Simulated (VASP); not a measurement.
Here is a VASP 6.6.1 calculation.

INCAR

```
  PREC = Accurate
  ENCUT = 750
  EDIFF = 1E-7
  ISMEAR = 0
  SIGMA = 0.2
  LREAL = F
  LASPH = T
  NELM = 200
  ALGO = Normal
  ISIF = 3
  LWAVE = F
  LCHARG = F
  GGA = PE
  IBRION = 2
  NSW = 80
  EDIFFG = -0.025
  GGA_COMPAT = F
  NELMIN = 4
  LMAXMIX = 6
```

The input KPOINTS:

```
Automatic mesh
0
Gamma
  6 6 2
```

File POSCAR:

```
LiTmH4
1.0
    3.5390287287      0.0022601070     -0.0613395714
    0.0022601070      3.6165426699     -0.0962796791
   -0.1696460753     -0.2662794884      9.7843292169
Li Tm H
2 2 8
Direct
    0.0194994342      0.0034504691     -0.0197155246
    0.0163085601     -0.0149279408      0.4953672191
    0.5015952777      0.4914721508      0.2519878718
    0.5066505046      0.5037103789      0.7441000581
    0.5198640606      0.9879361310      0.3658530526
    0.5243204422      1.0099906643      0.8633976125
    0.0003488706      0.5197356216      0.1249435543
   -0.0155922367      0.5334030448      0.6309499611
    0.4675898062     -0.0486234586      0.1453676081
    0.4653820408     -0.0004485030      0.6403489471
    0.0004851089      0.5159998660      0.3940864283
   -0.0064518691      0.4983015758      0.8633132114
```

Potentials or basis: VASP PAW PBE potentials, release 64 (Li_sv, Tm_3, H), 4f in core.

Command:

```sh
$ cat potpaw_PBE.64/Li_sv/POTCAR potpaw_PBE.64/Tm_3/POTCAR potpaw_PBE.64/H/POTCAR > POTCAR
$ mpirun -np 1 vasp_std > vasp.out
```

What does it give for the relaxed volume?

10.48 Å³/atom.

What does it give for the space group after relaxing (to 0.1 Å)?

P2/m (No. 10).

Forces in eV/Å, atoms in the order of the input:
```
Li  -0.010 -0.010  0.003
Li  -0.007  0.001  0.000
Tm  -0.002  0.007 -0.003
Tm   0.006 -0.004  0.002
H    0.009  0.005  0.019
H    0.006  0.001 -0.003
H    0.006  0.002  0.001
H   -0.002  0.001  0.002
H   -0.004 -0.004 -0.009
H   -0.003  0.003  0.005
H    0.000 -0.005 -0.003
H    0.002  0.002 -0.014
```

Caveat: spin-orbit coupling is left out, which moves the levels of the heavy elements; the 4f electrons are frozen in the core, so they carry no moment and show no levels. Spin polarisation is off, so any magnetic state and its effect on volume and gap are missing.
